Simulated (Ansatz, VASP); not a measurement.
**HfTi4Si in VASP and in Ansatz**

```
Hf Ti Si
1.0
     0.00000    3.75050    3.75050
     3.75050    0.00000    3.75050
     3.75050    3.75050    0.00000
Hf Ti Si
1 4 1
Cartesian
  0.0000 0.0000 0.0000
  2.7912 2.7912 4.7098
  2.7912 4.7098 2.7912
  4.7098 2.7912 2.7912
  4.7098 4.7098 4.7098
  1.8752 1.8752 1.8752
```

Change from the starting cell: species swapped into the ErCu4Ag type (F-43m, No. 216).

Alike in both runs: functional PBE; k mesh 10 × 10 × 10; occupations gaussian, width 0.1 eV; no spin polarisation.

Ansatz relaxed the structure, and its values are those at the end. VASP's run is a single point on that final structure, the one shown.

|  | VASP | Ansatz |
| --- | --- | --- |
| version | VASP 6.6.1 | Ansatz 0.2.0 |
| potentials or method | VASP PAW PBE potentials, release 64 (Hf_pv, Ti_sv, Si), cutoff 520 eV | scalar-relativistic, plane waves, PAW |
| valence electrons in the cell | 62 | 78 |

Ansatz gave:

* gap on the k mesh at the Fermi level (eV): none
* pressure (GPa): 0.0
* rms of the force components (eV/Å): 0.002

**Question.** Which values does VASP return?

**Answer.** gap on the k mesh at the Fermi level (eV): none; pressure (GPa): -0.3; rms of the force components (eV/Å): 0.005.

A gap of «none» marks a metal or a gap that the smearing closes. VASP's potentials hold 62 valence electrons a cell and Ansatz's 78, so a difference there can come from the potentials and not from the codes.

Spin-orbit coupling is off throughout.
